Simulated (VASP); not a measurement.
# Al9H in VASP: notebook, part 2 of 2

VASP 6.6.1.

## 3. Single point, PBE

INCAR reads:

```
SYSTEM = Al9H
PREC = Accurate ; ENCUT = 520
EDIFF = 1E-6 ; ISMEAR = 0
SIGMA = 0.1 ; LREAL = Auto
LASPH = .True. ; NELM = 80
ALGO = Normal ; ISIF = 2
LWAVE = .False. ; LCHARG = .False.
LDIPOL = .True. ; IDIPOL = 3
DIPOL = 0.5 0.5 0.296 ; GGA = PE
NBANDS = 44
```

KPOINTS reads:

```
regular mesh
0
Gamma
  5 3 1
  0 0 0
```

POSCAR reads:

```
Al9H
1.0
    5.7070863109      0.0000000000      0.0000000000
   -1.4267715777      9.7014842373      0.0000000000
    0.0000000000      0.0000000000     22.7903703632
Al H
18 2
Direct
    0.2662216041      0.0648864163      0.1755127247
    0.7662216041      0.0648864163      0.1755127247
    0.3354806058      0.3419224231      0.2192029853
    0.8354806058      0.3419224231      0.2192029853
    0.1493324061      0.5973296244      0.2279410374
    0.6493324061      0.5973296244      0.2279410374
    0.4631842064      0.8527368258      0.2366790895
    0.9631842064      0.8527368258      0.2366790895
    0.0319772084      0.1277109167      0.2808262503
    0.5319772084      0.1277109167      0.2808262503
    0.0997917590      0.4042231279      0.3301071124
    0.5997917590      0.4042231279      0.3301071124
    0.4144000530      0.6596656505      0.3369822082
    0.9144000530      0.6596656505      0.3369822082
    0.2263076920      0.9110819249      0.3449259127
    0.7263076920      0.9110819249      0.3449259127
    0.2962427236      0.1814071990      0.3857054635
    0.7962427236      0.1814071990      0.3857054635
    0.3143160995      0.9110819249      0.4194916630
    0.6382992845      0.9110819249      0.4194916630
```

Potentials or basis: VASP PAW PBE potentials, release 64 (Al, H).

Launch:

```console
> cat potpaw_PBE.64/Al/POTCAR potpaw_PBE.64/H/POTCAR > POTCAR
> mpirun -np 1 vasp_std > vasp.out
```

OUTCAR:

```text
SYSTEM = Al9H
   PREC = Accurate
   ENCUT = 520
   EDIFF = 1E-6
   ISMEAR = 0
   LREAL = Auto
   LASPH = .True.
   NELM = 80
   ISIF = 2
   GGA = PE

 ion  position               nearest neighbor table
   1  0.266  0.065  0.176-   2 2.85   2 2.85   9 2.86  10 2.86   7 2.87   8 2.87   3 2.87
   2  0.766  0.065  0.176-   1 2.85   1 2.85  10 2.86   9 2.86   8 2.87   7 2.87   4 2.87
   3  0.335  0.342  0.219-   4 2.85   4 2.85   6 2.87   5 2.87   1 2.87   9 2.89  10 2.89  12 2.96
                            11 2.97
   4  0.835  0.342  0.219-   3 2.85   3 2.85   5 2.87   6 2.87   2 2.87  10 2.89   9 2.89  11 2.96
                            12 2.97
   5  0.149  0.597  0.228-   6 2.85   6 2.85   4 2.87   3 2.87   7 2.87   8 2.87  13 2.93  14 2.93
                            11 2.99
   6  0.649  0.597  0.228-   5 2.85   5 2.85   3 2.87   4 2.87   8 2.87   7 2.87  14 2.93  13 2.93
                            12 2.99
   7  0.463  0.853  0.237-  10 2.85   8 2.85   8 2.85   1 2.87   5 2.87   2 2.87   6 2.87  16 2.90
                            15 2.91  13 2.96
   8  0.963  0.853  0.237-   9 2.85   7 2.85   7 2.85   2 2.87   6 2.87   1 2.87   5 2.87  15 2.90
                            16 2.91  14 2.96
   9  0.032  0.128  0.281-  18 2.83  17 2.83   8 2.85  10 2.85  10 2.85   1 2.86   2 2.86   3 2.89
                             4 2.89  11 2.91  15 2.93  16 2.93
  10  0.532  0.128  0.281-  17 2.83  18 2.83   7 2.85   9 2.85   9 2.85   2 2.86   1 2.86   4 2.89
                             3 2.89  12 2.91  16 2.93  15 2.93
  11  0.100  0.404  0.330-  12 2.85  12 2.85  14 2.86  13 2.87  18 2.88  17 2.89   9 2.91   4 2.96
                             3 2.97   5 2.99
  12  0.600  0.404  0.330-  11 2.85  11 2.85  13 2.86  14 2.87  17 2.88  18 2.89  10 2.91   3 2.96
                             4 2.97   6 2.99
  13  0.414  0.660  0.337-  16 2.83  15 2.83  14 2.85  14 2.85  12 2.86  11 2.87   5 2.93   6 2.93
                             7 2.96
  14  0.914  0.660  0.337-  15 2.83  16 2.83  13 2.85  13 2.85  11 2.86  12 2.87   6 2.93   5 2.93
                             8 2.96
  15  0.226  0.911  0.345-  19 1.77  17 2.78  14 2.83  13 2.83  16 2.85  16 2.85   8 2.90   7 2.91
                             9 2.93  10 2.93
  16  0.726  0.911  0.345-  20 1.77  18 2.78  13 2.83  14 2.83  15 2.85  15 2.85   7 2.90   8 2.91
                            10 2.93   9 2.93
  17  0.296  0.181  0.386-  15 2.78  10 2.83   9 2.83  18 2.85  18 2.85  12 2.88  11 2.89
  18  0.796  0.181  0.386-  16 2.78   9 2.83  10 2.83  17 2.85  17 2.85  11 2.88  12 2.89
  19  0.314  0.911  0.419-  15 1.77
  20  0.638  0.911  0.419-  16 1.77

  LATTYP: Found a simple monoclinic cell.
 ALAT       =     5.7070863109
 B/A-ratio  =     3.9933460126
 C/A-ratio  =     1.7181865164
 COS(beta)  =    -0.1455022476

  Lattice vectors:

 A1 = (   5.7070863109,   0.0000000000,   0.0000000000)
 A2 = (   0.0000000000,   0.0000000000, -22.7903703632)
 A3 = (  -1.4267715777,   9.7014842373,   0.0000000000)

Analysis of symmetry for initial positions (statically):
=====================================================================
 Subroutine PRICEL returns:
 Original cell was already a primitive cell.

 Routine SETGRP: Setting up the symmetry group for a
 simple monoclinic supercell.

 Subroutine GETGRP returns: Found  1 space group operations
 (whereof  1 operations were pure point group operations)
 out of a pool of  4 trial point group operations.

The static configuration has the point symmetry C_1 .

Analysis of symmetry for dynamics (positions and initial velocities):
=====================================================================
[... 119 lines left out ...]
 SYSTEM =  Al9H
   PREC   = accura    normal or accurate (medium, high low for compatibility)
   ISTART =      0    job   : 0-new  1-cont  2-samecut
   ICHARG =      2    charge: 1-file 2-atom 10-const
   ISPIN  =      1    spin polarized calculation?
   LNONCOLLINEAR =      F non collinear calculations
   LSORBIT =      F    spin-orbit coupling
   LASPH  =      T    aspherical Exc in radial PAW
   ENCUT  =  520.0 eV  38.22 Ry    6.18 a.u.  10.61 18.23 42.37*2*pi/ulx,y,z
   NELM   =     80;   NELMIN=  2; NELMDL= -5     # of ELM steps
   EDIFF  = 0.1E-05   stopping-criterion for ELM
   LREAL  =      T    real-space projection
   EDIFFG = 0.1E-04   stopping-criterion for IOM
   NSW    =      0    number of steps for IOM
   IBRION =     -1    ionic relax: 0-MD 1-quasi-New 2-CG
   NFREE  =      0    steps in history (QN), initial steepest desc. (CG)
   ISIF   =      2    stress and relaxation
   ISYM   =      2    0-nonsym 1-usesym 2-fastsym
   POTIM  = 0.5000    time-step for ionic-motion
   TEBEG  =    0.0;   TEEND  =   0.0 temperature during run
   PSTRESS=    0.0 pullay stress
   NELECT =      56.0000    total number of electrons
   NUPDOWN=      -1.0000    fix difference up-down
   EMIN   =  10.00;   EMAX   =-10.00  energy-range for DOS
   EFERMI =   0.00;   METHOD = LEGACY
   ISMEAR =     0;   SIGMA  =   0.10  broadening in eV -4-tet -1-fermi 0-gaus
   EFERMI_NEDOS =   21; number of points for ismear=-14 and -15
   IALGO  =     38    algorithm
   IMIX   =      4    mixing-type and parameters
     AMIX     =   0.40;   BMIX     =  1.00
     AMIX_MAG =   1.60;   BMIX_MAG =  1.00
  volume/ion in A,a.u.               =      63.09       425.77
  Fermi-wavevector in a.u.,A,eV,Ry     =   0.579610  1.095305  4.570853  0.335948
  Thomas-Fermi vector in A             =   1.623387
   LORBIT       =      0    0 simple, 1 ext, 2 COOP (PROOUT), +10 PAW based schemes
   GGA     = PE    functional components
   LHFCALC =     F    Hartree Fock is set to
   AEXX    =    0.0000 exact exchange contribution
   IVDW    =     0    specifies the selected vdW correction
   LEPSILON=     F    determine dielectric tensor
   LRPA    =     F    only Hartree local field effects (RPA)
 non-spin polarized calculation
 Gauss-broadening in eV      SIGMA  =   0.10
  energy-cutoff  :      520.00
  volume of cell :     1261.84
 maximum number of plane-waves:     34010
   NGX = 21   NGY = 37   NGZ = 85

 dipolmoment           0.000000      0.000000     -0.157936 electrons x Angstroem

 number of electron      56.0000001 magnetization

 dipolmoment           0.000000      0.000000      0.079891 electrons x Angstroem

 Free energy of the ion-electron system (eV)
  ---------------------------------------------------
  ext. energy  EPLUGINS =         0.00000000
  ---------------------------------------------------
  free energy    TOTEN  =       -66.90796654 eV

  energy without entropy =      -66.87313801  energy(sigma->0) =      -66.89055227

 E-fermi :  -1.3469     XC(G=0):  -3.3465

 val. band max:       -1.3535467767   @ k =   0.0000   0.3333   0.0000
 cond. band min:      -1.2883270871   @ k =  -0.4000   0.3333   0.0000
 fundamental gap:      0.0652196896
 Fermi energy:        -1.3469138851

 k-point     1 :       0.0000    0.0000    0.0000
  band No.  band energies     occupation
      1     -11.4147      2.00000
      2      -9.8433      2.00000
      3      -9.7768      2.00000
      4      -9.2410      2.00000
      5      -7.5152      2.00000
      6      -7.2645      2.00000
[... 333 lines left out ...]
     39       0.8208      0.00000
     40       0.9649      0.00000
 [bands above 40 left out]

------------------------ aborting loop because EDIFF is reached ----------------------------------------

 vacuum level on the upper side and lower side of the slab       (xc-potential included)         0.058        -0.187

  FORCE on cell =-STRESS in cart. coord.  units (eV):
  Direction    XX          YY          ZZ          XY          YZ          ZX
  --------------------------------------------------------------------------------------
  -------------------------------------------------------------------------------------
  Total      -12.1175831    -10.2323205     -3.3251916     -0.2737215      0.9776489     -0.0186220
  in kB      -15.3858886    -12.9921406     -4.2220488     -0.3475486      1.2413363     -0.0236446
  external PRESSURE =     -10.8666927 kB  Pullay stress =       0.0000000 kB

 VOLUME and BASIS-vectors are now :
 -----------------------------------------------------------------------------
  energy-cutoff  :      520.00
  volume of cell :     1261.84
      direct lattice vectors                 reciprocal lattice vectors
     5.707086311  0.000000000  0.000000000     0.175220760  0.025769253  0.000000000
    -1.426771578  9.701484237  0.000000000     0.000000000  0.103077011  0.000000000
     0.000000000  0.000000000 22.790370363     0.000000000  0.000000000  0.043878181

 POSITION                                       TOTAL-FORCE (eV/Angst)
 -----------------------------------------------------------------------------------
      1.42677      0.62949      4.00000         0.012038      0.135653      0.087288
      4.28031      0.62949      4.00000        -0.014387      0.104252      0.096393
      1.42677      3.31715      4.99572         0.011196      0.126718      0.011789
      4.28031      3.31715      4.99572         0.016449      0.170179      0.037605
      0.00000      5.79498      5.19486        -0.045342     -0.124734     -0.040069
      2.85354      5.79498      5.19486         0.031720     -0.145862     -0.034829
[... 12 lines left out ...]
      0.49392      8.83885      9.56037        -0.455819      0.244425     -0.878142
      2.34292      8.83885      9.56037         0.459104      0.235222     -0.875333
 -----------------------------------------------------------------------------------
    total drift:                               -0.007860     -0.032253     -0.006722

  FREE ENERGIE OF THE ION-ELECTRON SYSTEM (eV)
  ---------------------------------------------------
  free  energy   TOTEN  =       -66.9079665420 eV

  energy  without entropy=      -66.8731380052  energy(sigma->0) =      -66.89055227

 vacuum level on the upper side and lower side of the slab         3.076         2.820
```

Run time: 25 min. Hardware: 1 thread of Intel Xeon Platinum 8259CL at 2.50GHz (Skylake/Cascade Lake), shared host; peak memory 1.2 GiB.

What came out:

| Quantity | Value |
| --- | --- |
| Free energy | -66.9080 eV |
| Largest force | 1.019 eV/Å |
| Band gap on the k mesh | zero (bands 28 and 29 overlap by 0.68 eV) |

Forces in eV/Å, atoms in the order of the input:
```
Al   0.012  0.136  0.087
Al  -0.014  0.104  0.096
Al   0.011  0.127  0.012
Al   0.016  0.170  0.038
Al  -0.045 -0.125 -0.040
Al   0.032 -0.146 -0.035
Al  -0.011 -0.092 -0.010
Al  -0.004 -0.114 -0.127
Al  -0.004 -0.083  0.128
Al   0.011 -0.117  0.127
Al  -0.007  0.004 -0.064
Al   0.024  0.059 -0.049
Al  -0.025 -0.289 -0.091
Al  -0.005 -0.156 -0.077
Al   0.001 -0.195  0.686
Al   0.015 -0.171  0.711
Al  -0.047  0.200  0.192
Al   0.036  0.208  0.168
H   -0.456  0.244 -0.878
H    0.459  0.235 -0.875
```

## 4. Single point, PBE

INCAR reads:

```
ALGO = Normal
DIPOL = 0.5 0.5 0.299
EDIFF = 1E-6
ENCUT = 520
GGA = PE
IDIPOL = 3
ISIF = 2
ISMEAR = 0
LASPH = T
LCHARG = T
LDIPOL = T
LELF = T
LREAL = Auto
LVACPOTAV = T
LVHAR = T
LWAVE = F
NBANDS = 44
NELM = 60
PREC = Accurate
SIGMA = 0.1
```

KPOINTS reads:

```
k-points
0
Gamma
  5 3 1
```

Edit POSCAR of step 3 so:

```diff
@@ -26,3 +26,3 @@
     0.7962427236      0.1814071990      0.3857054635
-    0.3143160995      0.9110819249      0.4194916630
-    0.6382992845      0.9110819249      0.4194916630
+    0.3143160995      0.9110819249      0.4475736989
+    0.6382992845      0.9110819249      0.4475736989
```

Potentials or basis: VASP PAW PBE potentials, release 64 (Al, H).

Launch:

```console
> cat potpaw_PBE.64/Al/POTCAR potpaw_PBE.64/H/POTCAR > POTCAR
> mpirun -np 1 vasp_std > vasp.out
```

OUTCAR:

```text
EDIFF = 1E-6
   ENCUT = 520
   GGA = PE
   ISIF = 2
   ISMEAR = 0
   LASPH = T
   LREAL = Auto
   NELM = 60
   PREC = Accurate

 ion  position               nearest neighbor table
   1  0.266  0.065  0.176-   2 2.85   2 2.85   9 2.86  10 2.86   7 2.87   8 2.87   3 2.87
   2  0.766  0.065  0.176-   1 2.85   1 2.85  10 2.86   9 2.86   8 2.87   7 2.87   4 2.87
   3  0.335  0.342  0.219-   4 2.85   4 2.85   6 2.87   5 2.87   1 2.87   9 2.89  10 2.89  12 2.96
                            11 2.97
   4  0.835  0.342  0.219-   3 2.85   3 2.85   5 2.87   6 2.87   2 2.87  10 2.89   9 2.89  11 2.96
                            12 2.97
   5  0.149  0.597  0.228-   6 2.85   6 2.85   4 2.87   3 2.87   7 2.87   8 2.87  13 2.93  14 2.93
                            11 2.99
   6  0.649  0.597  0.228-   5 2.85   5 2.85   3 2.87   4 2.87   8 2.87   7 2.87  14 2.93  13 2.93
[... 599 lines left out ...]
  energy-cutoff  :      520.00
  volume of cell :     1261.84
      direct lattice vectors                 reciprocal lattice vectors
     5.707086311  0.000000000  0.000000000     0.175220760  0.025769253  0.000000000
    -1.426771578  9.701484237  0.000000000     0.000000000  0.103077011  0.000000000
     0.000000000  0.000000000 22.790370363     0.000000000  0.000000000  0.043878181

 POSITION                                       TOTAL-FORCE (eV/Angst)
 -----------------------------------------------------------------------------------
      1.42677      0.62949      4.00000        -0.095300      0.119332      0.094078
      4.28031      0.62949      4.00000         0.082411      0.088010      0.106083
      1.42677      3.31715      4.99572        -0.048663      0.134988      0.043363
      4.28031      3.31715      4.99572         0.078818      0.164874      0.031916
      0.00000      5.79498      5.19486        -0.017522     -0.076056     -0.044220
      2.85354      5.79498      5.19486         0.006728     -0.099373     -0.041177
[... 12 lines left out ...]
      0.49392      8.83885     10.20037         0.669770      0.199369     -1.140106
      2.34292      8.83885     10.20037        -0.649550      0.226859     -1.128131
 -----------------------------------------------------------------------------------
    total drift:                               -0.007777     -0.032486     -0.007093

  FREE ENERGIE OF THE ION-ELECTRON SYSTEM (eV)
  ---------------------------------------------------
  free  energy   TOTEN  =       -65.2202539384 eV

  energy  without entropy=      -65.1732577964  energy(sigma->0) =      -65.19675587

 vacuum level on the upper side and lower side of the slab         3.365         2.745
```

Run time: 22 min. Hardware: 1 thread of Intel Xeon Platinum 8259CL at 2.50GHz (Skylake/Cascade Lake), shared host; peak memory 1.2 GiB.

Results:

```
Free energy            : -65.2203 eV
Largest force          : 1.337 eV/Å
Band gap on the k mesh : zero (bands 28 and 29 overlap by 0.70 eV)
```

Forces in eV/Å, atoms in the order of the input:
```
Al  -0.095  0.119  0.094
Al   0.082  0.088  0.106
Al  -0.049  0.135  0.043
Al   0.079  0.165  0.032
Al  -0.018 -0.076 -0.044
Al   0.007 -0.099 -0.041
Al  -0.024 -0.142 -0.162
Al   0.019 -0.135 -0.156
Al  -0.007 -0.008  0.086
Al   0.006 -0.048  0.099
Al  -0.017 -0.015 -0.045
Al   0.025  0.040 -0.036
Al  -0.027 -0.114 -0.001
Al  -0.004 -0.069  0.006
Al  -0.022 -0.172  0.943
Al   0.032 -0.150  0.955
Al  -0.051  0.030  0.197
Al   0.043  0.024  0.191
H    0.670  0.199 -1.140
H   -0.650  0.227 -1.128
```

## 5. Single point, PBE

INCAR reads:

```
PREC = Accurate
ENCUT = 520
EDIFF = 1E-6
ISMEAR = 0
SIGMA = 0.1
LREAL = Auto
LASPH = True
NELM = 80
ALGO = Normal
ISIF = 2
LWAVE = False
LCHARG = False
LDIPOL = True
IDIPOL = 3
DIPOL = 0.5 0.5 0.296
GGA = PE
NBANDS = 44
```

KPOINTS reads:

```
regular mesh
0
Gamma
  5 3 1
```

Edit POSCAR of step 4 so:

```diff
@@ -26,3 +26,3 @@
     0.7962427236      0.1814071990      0.3857054635
-    0.3143160995      0.9110819249      0.4475736989
-    0.6382992845      0.9110819249      0.4475736989
+    0.2441401852      0.9110819249      0.4194916630
+    0.7084751988      0.9110819249      0.4194916630
```

Launch:

```console
> cat potpaw_PBE.64/Al/POTCAR potpaw_PBE.64/H/POTCAR > POTCAR
> mpirun -np 1 vasp_std > vasp.out
```

Run time: 19 min. Hardware: 1 thread of Intel Xeon Platinum 8259CL at 2.50GHz (Skylake/Cascade Lake), shared host; peak memory 1.2 GiB.

It converged, with:

| Item | Value |
| --- | --- |
| Free energy | -67.1317 eV |
| Largest force | 0.687 eV/Å |
| Band gap on the k mesh | zero (bands 28 and 29 overlap by 0.74 eV) |

Forces on the atoms (eV/Å):
```
Al   0.007  0.127  0.119
Al  -0.008  0.121  0.122
Al   0.008  0.151  0.032
Al   0.014  0.163  0.037
Al  -0.015 -0.147 -0.014
Al   0.008 -0.145 -0.010
Al  -0.002 -0.123 -0.030
Al  -0.007 -0.131 -0.062
Al  -0.002 -0.122  0.144
Al   0.003 -0.130  0.138
Al   0.005  0.065 -0.080
Al   0.013  0.080 -0.075
Al  -0.015 -0.270 -0.126
Al  -0.014 -0.240 -0.128
Al   0.009 -0.226  0.402
Al   0.007 -0.221  0.407
Al  -0.011  0.244  0.189
Al  -0.003  0.247  0.178
H   -0.081  0.279 -0.622
H    0.083  0.277 -0.621
```

Levels at points of the mesh, in eV from the Fermi level:
```
           k point  band 26  band 27  band 28  band 29  band 30  band 31
(0.00, 0.00, 0.00)    -0.98    -0.85    -0.59    -0.53     0.08     0.37
```

## 6. Single point, PBE

INCAR reads:

```
SYSTEM = Al9H
  PREC = Accurate
  ENCUT = 520
  EDIFF = 1E-7
  ISMEAR = 0
  SIGMA = 0.1
  LREAL = Auto
  LASPH = .True.
  NELM = 60
  ALGO = Normal
  ISIF = 2
  LWAVE = .False.
  LCHARG = .True.
  LDIPOL = .True.
  IDIPOL = 3
  DIPOL = 0.5 0.5 0.296
  GGA = PE
  LELF = .True.
  LVHAR = .True.
  LVACPOTAV = .True.
  NBANDS = 44
```

KPOINTS reads:

```
Automatic mesh
0
Gamma
  5 3 1
  0 0 0
```

Edit POSCAR of step 5 so:

```diff
@@ -26,3 +26,3 @@
     0.7962427236      0.1814071990      0.3857054635
-    0.2441401852      0.9110819249      0.4194916630
-    0.7084751988      0.9110819249      0.4194916630
+    0.2804984929      0.9110819249      0.4194916630
+    0.6721168912      0.9110819249      0.4194916630
```

Potentials or basis: VASP PAW PBE potentials, release 64 (Al, H).

Launch:

```console
> cat potpaw_PBE.64/Al/POTCAR potpaw_PBE.64/H/POTCAR > POTCAR
> mpirun -np 1 vasp_std > vasp.out
```

Run time: 15 min. Hardware: 1 thread of Intel Xeon 6975P-C (Granite Rapids), shared host; peak memory 1.2 GiB.

The run converged. Its results:

| Item | Value |
| --- | --- |
| Free energy | -67.0567 eV |
| Largest force | 0.858 eV/Å |
| Band gap on the k mesh | zero (bands 28 and 29 overlap by 0.71 eV) |

Forces on the atoms (eV/Å):
```
Al   0.017  0.132  0.105
Al  -0.018  0.113  0.112
Al   0.010  0.137  0.024
Al   0.015  0.170  0.040
Al  -0.035 -0.141 -0.026
Al   0.024 -0.143 -0.018
Al  -0.003 -0.107 -0.012
Al  -0.008 -0.125 -0.099
Al  -0.004 -0.107  0.141
Al   0.008 -0.129  0.129
Al  -0.001  0.037 -0.074
Al   0.020  0.078 -0.062
Al  -0.017 -0.285 -0.108
Al  -0.011 -0.197 -0.110
Al   0.014 -0.219  0.547
Al   0.001 -0.204  0.562
Al  -0.024  0.227  0.197
Al   0.012  0.233  0.173
H   -0.289  0.269 -0.761
H    0.288  0.263 -0.759
```

Levels at points of the mesh, in eV from the Fermi level:
```
           k point  band 26  band 27  band 28  band 29  band 30  band 31
(0.00, 0.00, 0.00)    -0.97    -0.84    -0.58    -0.53     0.02     0.40
```

## 7. Overview

| cell | gap on the mesh (eV) | largest force (eV/Å) |
| --- | --- | --- |
| as given, atomic positions A | none | 4.63 |
| as given, atomic positions B | none | 1.02 |
| as given, atomic positions C | none | 1.34 |
| as given, atomic positions D | none | 0.69 |
| as given, atomic positions E | none | 0.86 |

Alike in all rows: task single point; level PBE; potentials or basis VASP PAW PBE potentials, release 64 (Al, H); no spin polarisation; k mesh 5 × 3 × 1; cutoff (eV) 520; smearing gaussian 0.1 eV.

Total energies depend on the potentials used, so only differences within one code and one set of settings carry meaning.

The gap in the log of VASP goes by the Fermi energy; the results here count the filled bands.